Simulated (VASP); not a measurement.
Input of a VASP 6.6.1 run:

INCAR

```
PREC = Accurate ; ENCUT = 520
EDIFF = 1E-6 ; ISMEAR = 0
SIGMA = 0.02 ; LREAL = Auto
LASPH = T ; NELM = 120
ALGO = Normal ; ISIF = 2
LWAVE = F ; LCHARG = T
GGA = PS ; LELF = T
LVHAR = T ; NELECT = 128.0
NBANDS = 87 ; GGA_COMPAT = F
```

KPOINTS

```
Automatic mesh
0
Gamma
  3 3 3
```

The input POSCAR:

```
MgSi32
1.0
    5.4338342752      5.4338342752      5.4338342752
   -5.4338342752      5.4338342752     -5.4338342752
   -5.4338342752     -5.4338342752      5.4338342752
Si Mg
32 1
Direct
    0.7325854469     -0.0006334739     -0.0002923127
    0.7462568248      0.7474433697      0.2494558128
   -0.0014439812      0.7337273382     -0.0001726713
    0.7487851566      0.4977454582      0.4981077112
   -0.0014891882      0.5011573761      0.2520960187
    0.2505233563      0.5009806904     -0.0002733435
    0.7463072731      0.2492606414      0.7478181860
   -0.0013861045      0.2517639286      0.5016352788
    0.2641574655      0.2654627010      0.2657100064
    0.5001984158      0.2516966280     -0.0001678252
   -0.0015777412     -0.0004669415      0.7339581839
    0.2505440917     -0.0007186557      0.5012992414
    0.5000804093     -0.0004726913      0.2520107424
    0.2479477205      0.7475694753      0.7478299084
    0.4969305533      0.7500805639      0.4982377039
    0.4968623127      0.4979786120      0.7504348680
    0.4862188328     -0.0003773867     -0.0000458168
    0.4982911332      0.7494415155      0.2497313030
    0.7448196692      0.7456952701     -0.0000493595
    0.5107943617      0.5119257484      0.5122720168
    0.7484542824      0.4995560488      0.2498572910
   -0.0014316260      0.4872359451      0.0000240013
    0.4982808480      0.2494722182      0.7496892926
    0.7484923117      0.2494745287      0.4998513776
   -0.0016525730      0.2532296183      0.2536183204
    0.2523046149      0.2532077602     -0.0001379619
    0.7447431840     -0.0002791816      0.7460461940
   -0.0014281639     -0.0004531320      0.4874775310
    0.2522527082     -0.0003523802      0.2535864969
   -0.0017787138      0.7456403402      0.7459104522
    0.2485914683      0.7494585826      0.4999633981
    0.2485387831      0.4997190598      0.7499126126
   -0.0015910195     -0.0004601455     -0.0002070482
```

Potentials or basis: VASP PAW PBE potentials, release 64 (Si, Mg).

Launch:

```sh
$ cat potpaw_PBE.64/Si/POTCAR potpaw_PBE.64/Mg/POTCAR > POTCAR
$ mpirun -np 1 vasp_std > vasp.out
```

What does it give for the largest force?

0.012 eV/Å.

Forces in eV/Å, atoms in the order of the input:
```
Si   0.002  0.005  0.006
Si   0.006  0.005  0.000
Si  -0.006  0.005 -0.004
Si   0.003  0.001  0.002
Si  -0.006 -0.001 -0.001
Si  -0.003 -0.002  0.003
Si   0.007  0.000  0.002
Si   0.002 -0.002 -0.005
Si   0.011 -0.003  0.000
Si   0.000 -0.001 -0.003
Si  -0.005 -0.004  0.010
Si  -0.005  0.005  0.000
Si   0.000  0.002  0.000
Si   0.000 -0.004  0.000
Si  -0.001  0.002 -0.002
Si   0.000 -0.002  0.001
Si  -0.002 -0.002 -0.005
Si  -0.001 -0.002  0.002
Si  -0.004  0.001 -0.003
Si   0.003  0.003  0.000
Si  -0.001  0.003  0.002
Si   0.004  0.001 -0.005
Si  -0.001 -0.003  0.003
Si  -0.004  0.001  0.003
Si   0.005 -0.003 -0.003
Si  -0.003 -0.005 -0.004
Si  -0.001 -0.004  0.003
Si  -0.001 -0.001 -0.002
Si   0.000 -0.003 -0.005
Si  -0.006  0.004  0.004
Si   0.000  0.001 -0.006
Si   0.000 -0.002  0.001
Mg   0.004  0.003  0.004
```

Caveat: the cell carries a net charge on a neutralising background, which shifts energy and pressure; the cell differs from its parent crystal (with an interstitial atom, then relaxed in part); the PAW data sets were made with another functional, which shifts forces and pressure a little.
